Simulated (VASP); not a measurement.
# GaAs (F-43m) in VASP: further runs, part 3 of 3

VASP 6.6.1. Earlier steps stand in the parts before.

## (6) Relaxation of cell and atoms, LDA, target pressure 15 GPa, at which the enthalpy is minimised

INCAR reads:

```
SYSTEM = GaAs
PREC = Accurate
ENCUT = 500
EDIFF = 1E-7
ISMEAR = 0
SIGMA = 0.01
LREAL = .False.
LASPH = .True.
NELM = 120
ALGO = Normal
ISIF = 3
LWAVE = .False.
LCHARG = .False.
GGA = CA
IBRION = 2
NSW = 100
EDIFFG = -0.002
PSTRESS = 150.0
GGA_COMPAT = .False.
NELMIN = 4
```

KPOINTS reads:

```
regular mesh
0
Gamma
  8 8 8
  0 0 0
```

POSCAR reads:

```
GaAs
1.0
    2.8014470115      2.8014470115      0.0000000000
   -2.8014470115      2.8014470115      0.0000000000
    0.0000000000      2.8014470115      2.8014470115
Ga As
1 1
Direct
    0.0000000000      0.0000000000      0.0000000000
    0.7500000000      0.2500000000      0.5000000000
```

Potentials or basis: VASP PAW LDA potentials, release 64 (Ga_d, As).

Command:

```bash
$ cat potpaw_LDA.64/Ga_d/POTCAR potpaw_LDA.64/As/POTCAR > POTCAR
$ mpirun -np 1 vasp_std > vasp.out
```

OUTCAR:

```text
SYSTEM = GaAs
   PREC = Accurate
   ENCUT = 500
   EDIFF = 1E-7
   ISMEAR = 0
   LREAL = .False.
   LASPH = .True.
   NELM = 120
   ISIF = 3
   GGA = CA
   IBRION = 2
   NSW = 100
   EDIFFG = -0.002
   PSTRESS = 150.0
   NELMIN = 4

 ion  position               nearest neighbor table
   1  0.000  0.000  0.000-   2 2.43   2 2.43   2 2.43   2 2.43
   2  0.750  0.250  0.500-   1 2.43   1 2.43   1 2.43   1 2.43

  LATTYP: Found a face centered cubic cell.
 ALAT       =     5.6028940230

  Lattice vectors:

 A1 = (   0.0000000000,   2.8014470115,   2.8014470115)
 A2 = (   2.8014470115,   0.0000000000,   2.8014470115)
 A3 = (   2.8014470115,   2.8014470115,   0.0000000000)

Analysis of symmetry for initial positions (statically):
=====================================================================
 Subroutine PRICEL returns:
 Original cell was already a primitive cell.

 Routine SETGRP: Setting up the symmetry group for a
 face centered cubic supercell.

 Subroutine GETGRP returns: Found 24 space group operations
 (whereof 24 operations were pure point group operations)
 out of a pool of 48 trial point group operations.

The static configuration has the point symmetry T_d .

Analysis of symmetry for dynamics (positions and initial velocities):
=====================================================================
 Subroutine PRICEL returns:
 Original cell was already a primitive cell.

 Routine SETGRP: Setting up the symmetry group for a
 face centered cubic supercell.

 Subroutine GETGRP returns: Found 24 space group operations
 (whereof 24 operations were pure point group operations)
 out of a pool of 48 trial point group operations.

The dynamic configuration has the point symmetry T_d .

 Subroutine INISYM returns: Found 24 space group operations
 (whereof 24 operations are pure point group operations),
 and found     1 'primitive' translations

----------------------------------------------------------------------------------------

                                     Primitive cell

  volume of cell :      43.9721

  direct lattice vectors                    reciprocal lattice vectors
     2.801447012  2.801447012  0.000000000     0.178479192  0.178479192 -0.178479192
    -2.801447012  2.801447012  0.000000000    -0.178479192  0.178479192 -0.178479192
     0.000000000  2.801447012  2.801447012     0.000000000  0.000000000  0.356958385

  length of vectors
     3.961844358  3.961844358  3.961844358     0.309135029  0.309135029  0.356958385

  position of ions in fractional coordinates (direct lattice)
     0.000000000  0.000000000  0.000000000
     0.750000000  0.250000000  0.500000000

  ion indices of the primitive-cell ions
   primitive index   ion index
                 1           1
                 2           2

----------------------------------------------------------------------------------------

 KPOINTS: regular mesh

Automatic generation of k-mesh.
 Grid dimensions read from file:
 generate k-points for:    8    8    8

 Generating k-lattice:

  Cartesian coordinates                     Fractional coordinates (reciprocal lattice)
     0.022309899  0.022309899 -0.022309899     0.125000000  0.000000000  0.000000000
[... 49 lines left out ...]
 SYSTEM =  GaAs
   PREC   = accura    normal or accurate (medium, high low for compatibility)
   ISTART =      0    job   : 0-new  1-cont  2-samecut
   ICHARG =      2    charge: 1-file 2-atom 10-const
   ISPIN  =      1    spin polarized calculation?
   LNONCOLLINEAR =      F non collinear calculations
   LSORBIT =      F    spin-orbit coupling
   LASPH  =      T    aspherical Exc in radial PAW
   ENCUT  =  500.0 eV  36.75 Ry    6.06 a.u.   7.22  7.22  7.22*2*pi/ulx,y,z
   NELM   =    120;   NELMIN=  4; NELMDL= -5     # of ELM steps
   EDIFF  = 0.1E-06   stopping-criterion for ELM
   LREAL  =      F    real-space projection
   EDIFFG = -.2E-02   stopping-criterion for IOM
   NSW    =    100    number of steps for IOM
   IBRION =      2    ionic relax: 0-MD 1-quasi-New 2-CG
   NFREE  =      1    steps in history (QN), initial steepest desc. (CG)
   ISIF   =      3    stress and relaxation
   ISYM   =      2    0-nonsym 1-usesym 2-fastsym
   POTIM  = 0.5000    time-step for ionic-motion
   TEBEG  =    0.0;   TEEND  =   0.0 temperature during run
   PSTRESS=  150.0 pullay stress
   NELECT =      18.0000    total number of electrons
   NUPDOWN=      -1.0000    fix difference up-down
   EMIN   =  10.00;   EMAX   =-10.00  energy-range for DOS
   EFERMI =   0.00;   METHOD = LEGACY
   ISMEAR =     0;   SIGMA  =   0.01  broadening in eV -4-tet -1-fermi 0-gaus
   EFERMI_NEDOS =   21; number of points for ismear=-14 and -15
   IALGO  =     38    algorithm
   IMIX   =      4    mixing-type and parameters
     AMIX     =   0.40;   BMIX     =  1.00
     AMIX_MAG =   1.60;   BMIX_MAG =  1.00
  volume/ion in A,a.u.               =      21.99       148.37
  Fermi-wavevector in a.u.,A,eV,Ry     =   1.215551  2.297059 20.103488  1.477565
  Thomas-Fermi vector in A             =   2.350934
   LORBIT       =      0    0 simple, 1 ext, 2 COOP (PROOUT), +10 PAW based schemes
   GGA     = CA    functional components
   LHFCALC =     F    Hartree Fock is set to
   AEXX    =    0.0000 exact exchange contribution
   IVDW    =     0    specifies the selected vdW correction
   LEPSILON=     F    determine dielectric tensor
   LRPA    =     F    only Hartree local field effects (RPA)
 conjugate gradient relaxation of ions
 non-spin polarized calculation
 Gauss-broadening in eV      SIGMA  =   0.01
  energy-cutoff  :      500.00
  volume of cell :       43.97
 maximum number of plane-waves:      1139
 NGX is ok and might be reduce to    30
   NGX = 15   NGY = 15   NGZ = 15

--------------------------------------- Ionic step        1  -------------------------------------------

 number of electron      18.0000013 magnetization

 Free energy of the ion-electron system (eV)
  ---------------------------------------------------
  ext. energy  EPLUGINS =         0.00000000
  ---------------------------------------------------
  free energy    TOTEN  =        -9.63678396 eV

  energy without entropy =       -9.63678396  energy(sigma->0) =       -9.63678396

------------------------ aborting loop because EDIFF is reached ----------------------------------------

  FORCE on cell =-STRESS in cart. coord.  units (eV):
  Direction    XX          YY          ZZ          XY          YZ          ZX
  --------------------------------------------------------------------------------------
  -------------------------------------------------------------------------------------
  Total        0.0847670      0.0847670      0.0847670      0.0000000     -0.0000000     -0.0000000
  in kB        3.0885886      3.0885886      3.0885886      0.0000000     -0.0000000     -0.0000000
  external PRESSURE =    -146.9114114 kB  Pullay stress =     150.0000000 kB
[... 291 lines left out ...]
--------------------------------------- Ionic step        9  -------------------------------------------

 number of electron      18.0000006 magnetization

 Free energy of the ion-electron system (eV)
  ---------------------------------------------------
  ext. energy  EPLUGINS =         0.00000000
  ---------------------------------------------------
  free energy    TOTEN  =        -9.39367703 eV

  energy without entropy =       -9.39367703  energy(sigma->0) =       -9.39367703

 E-fermi :   5.6097     XC(G=0): -10.6719

 val. band max:        5.5612128552   @ k =   0.0000   0.0000   0.0000
 cond. band min:       6.5494551338   @ k =   0.5000   0.5000   0.0000
 fundamental gap:      0.9882422786
 Fermi energy:         5.6097029799

 k-point     1 :       0.0000    0.0000    0.0000
  band No.  band energies     occupation
      1      -9.7800      2.00000
      2      -9.7800      2.00000
      3      -9.7800      2.00000
      4      -9.6514      2.00000
      5      -9.6514      2.00000
      6      -8.5455      2.00000
      7       5.5612      2.00000
      8       5.5612      2.00000
      9       5.5612      2.00000
     10       7.2177      0.00000
     11       9.2457      0.00000
     12       9.2457      0.00000
     13       9.2457      0.00000
[... 354 lines left out ...]
  band No.  band energies     occupation
      1      -9.9377      2.00000
      2      -9.7387      2.00000
      3      -9.7253      2.00000
      4      -9.6605      2.00000
      5      -9.6462      2.00000
      6      -5.7582      2.00000
      7      -1.8669      2.00000
      8       1.6252      2.00000
      9       3.0997      2.00000
     10       8.9948      0.00000
     11       9.5588      0.00000
     12      12.4238      0.00000
     13      13.8638      0.00000

 [... further k-points ...]

------------------------ aborting loop because EDIFF is reached ----------------------------------------

  FORCE on cell =-STRESS in cart. coord.  units (eV):
  Direction    XX          YY          ZZ          XY          YZ          ZX
  --------------------------------------------------------------------------------------
  -------------------------------------------------------------------------------------
  Total        3.5778987      3.5778987      3.5778987     -0.0000000      0.0000000     -0.0000000
  in kB      150.0138923    150.0138923    150.0138923     -0.0000000      0.0000000     -0.0000000
  external PRESSURE =       0.0138923 kB  Pullay stress =     150.0000000 kB
[... 21 lines left out ...]
  energy  without entropy=       -9.3936770286  energy(sigma->0) =       -9.39367703

  enthalpy is  TOTEN    =        -5.8161096738 eV   P V=        3.5775673549

 reached required accuracy - stopping structural energy minimisation
```

OSZICAR:

```text
N       E                     dE             d eps       ncg     rms          rms(c)
DAV:   1     0.822795000444E+02    0.82280E+02   -0.91676E+03   754   0.190E+03
DAV:   2    -0.315733550957E+01   -0.85437E+02   -0.82494E+02   829   0.323E+02
DAV:   3    -0.975759599212E+01   -0.66003E+01   -0.65621E+01   929   0.769E+01
DAV:   4    -0.987103984620E+01   -0.11344E+00   -0.11339E+00   855   0.111E+01
[... 78 lines left out ...]
       N       E                     dE             d eps       ncg     rms          rms(c)
DAV:   1    -0.939367829653E+01    0.31744E-03   -0.16253E-05   994   0.927E-02    0.652E-03
DAV:   2    -0.939367729268E+01    0.10039E-05   -0.18436E-06   944   0.382E-02    0.290E-03
DAV:   3    -0.939367705293E+01    0.23975E-06   -0.23925E-07   534   0.121E-02    0.692E-04
DAV:   4    -0.939367702863E+01    0.24307E-07   -0.39047E-08   417   0.288E-03
   9 F= -.58161097E+01 E0= -.58161097E+01  d E =-.583408E-04
```

It took 83 s on 1 thread of Intel Xeon Platinum 8259CL at 2.50GHz (Skylake/Cascade Lake), shared host; peak memory 0.16 GiB.

Results:

```
Free energy                                                : -9.3937 eV
Relaxed volume                                             : 19.11 Å³/atom
Relaxed cell                                               : a = 3.781 Å, b = 3.781 Å, c = 3.781 Å, α = 60.00°, β = 60.00°, γ = 90.00°
Space group after relaxing (to 0.1 Å)                      : F-43m (No. 216)
Energy change on relaxing (the run minimises the enthalpy) : +121.6 meV/atom
Ionic steps                                                : 9
Pressure after relaxing                                    : 15.0 GPa
Band gap on the k mesh                                     : 0.99 eV (least direct gap 1.66 eV)
```

Step by step:
```tsv
step	energy change (eV)	largest force (eV/Å)	pressure (GPa)	volume (Å³)
1	0.0000	0.0000	0.31	43.97
2	1.2991	0.0000	46.80	32.35
3	0.2246	0.0000	14.28	38.42
4	0.2398	0.0000	14.86	38.25
5	0.2501	0.0000	15.26	38.14
6	0.2360	0.0000	14.72	38.29
7	0.2433	0.0000	15.02	38.21
8	0.2428	0.0000	14.96	38.22
9	0.2431	0.0000	15.00	38.21
```

Final structure:
```cif
data_structure
_symmetry_space_group_name_H-M 'P 1'
_symmetry_Int_Tables_number 1
_cell_length_a 3.7807
_cell_length_b 3.7807
_cell_length_c 3.7807
_cell_angle_alpha 60.000
_cell_angle_beta 60.000
_cell_angle_gamma 90.000
_cell_volume 38.21
loop_
_atom_site_label
_atom_site_type_symbol
_atom_site_fract_x
_atom_site_fract_y
_atom_site_fract_z
_atom_site_occupancy
Ga1 Ga 0.00000 0.00000 0.00000 1
As1 As 0.75000 0.25000 0.50000 1
```

Caveat: the cell is relaxed towards a set pressure, so the run minimises the enthalpy, not the energy. A k mesh can miss the band edges.

## (7) Summary

```csv
cell,gap on the mesh (eV),pressure (GPa)
relaxed to 2 GPa,0.70,2.0
relaxed to 4 GPa,0.88,4.0
relaxed to 7 GPa,1.12,7.0
relaxed to 10 GPa,1.08,10.0
relaxed to 15 GPa,0.99,15.0
```

Alike in all rows: task relaxation of cell and atoms; level LDA; potentials or basis VASP PAW LDA potentials, release 64 (Ga_d, As); no spin polarisation; k mesh 8 × 8 × 8; cutoff (eV) 500; smearing gaussian 0.01 eV.

Caveats: the cell is relaxed towards a set pressure, so the run minimises the enthalpy, not the energy; semilocal functionals underestimate gaps, and a narrow one can read as zero (at least some runs).

Total energies depend on the potentials used, so only differences within one code and one set of settings carry meaning.
